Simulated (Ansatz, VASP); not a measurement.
**BP: VASP beside Ansatz**

Contents of POSCAR:

```
BP
1.0
    0.0000000000      2.2383340787      2.2383340787
    2.2383340787      0.0000000000      2.2383340787
    2.2383340787      2.2383340787      0.0000000000
B P
1 1
Direct
    0.0000000000      0.0000000000      0.0000000000
    0.7500000000      0.7500000000      0.7500000000
```

INCAR.step1

```
PREC = Accurate ; ENCUT = 520
ISMEAR = -1 ; SIGMA = 0.05
LREAL = F ; LASPH = T
NELM = 60 ; NBANDS = 11
GGA = PE ; ALGO = Normal
EDIFF = 1E-4 ; LWAVE = T
LCHARG = F
```

INCAR.step2

```
PREC = Accurate ; ENCUT = 520
EDIFF = 1E-8 ; ISMEAR = -1
SIGMA = 0.05 ; LREAL = F
LASPH = T ; NELM = 60
ALGO = Normal ; ISIF = 2
LWAVE = F ; LCHARG = F
METAGGA = R2SCAN ; LMIXTAU = T
LEFG = T ; NBANDS = 11
ISTART = 1
```

The input KPOINTS:

```
Automatic mesh
0
Gamma
  15 15 15
```

Input for Ansatz:

```yaml
crystal:
  lattice:
    - [0.0, 2.2383340787, 2.2383340787]
    - [2.2383340787, 0.0, 2.2383340787]
    - [2.2383340787, 2.2383340787, 0.0]
  atoms:
    - { symbol: B, position: [0.0, 0.0, 0.0] }
    - { symbol: P, position: [0.75, 0.75, 0.75] }
kpoints:
  mp_grid: { grid: [15, 15, 15] }
scf:
  occupations: { method: fermi_dirac, width: 0.05 }
hamiltonian:
  xc: r2scan
  pseudopotentials: { kind: paw }
output:
  forces: true
  stress: true
  eigenvalues: true
  efg: { contact_densities: true }
```

Change from the starting cell: functional r2scan, volume scaled by 0.96, PAW files.

Alike in both runs: task electric field gradients; functional r2SCAN; k mesh 15 × 15 × 15; occupations fermi-dirac, width 0.05 eV; no spin polarisation.

|  | VASP | Ansatz |
| --- | --- | --- |
| version | VASP 6.6.1 | Ansatz 0.2.0 |
| potentials or method | VASP PAW PBE potentials, release 64 (B, P) | PAW with Ansatz's default frozen-core files, scalar-relativistic |
| plane-wave cutoff (eV) | 520 | 500 |
| valence electrons in the cell | 8 | 8 |

Ansatz gave:

```
pressure (GPa) : 7.3
```

Question: What did VASP give for the same quantities?

Answer: Pressure (GPa): 6.7.

VASP's potentials were made for PBE, not for r2SCAN. With one functional, cell and mesh, what is left measures potentials, basis and numerics.
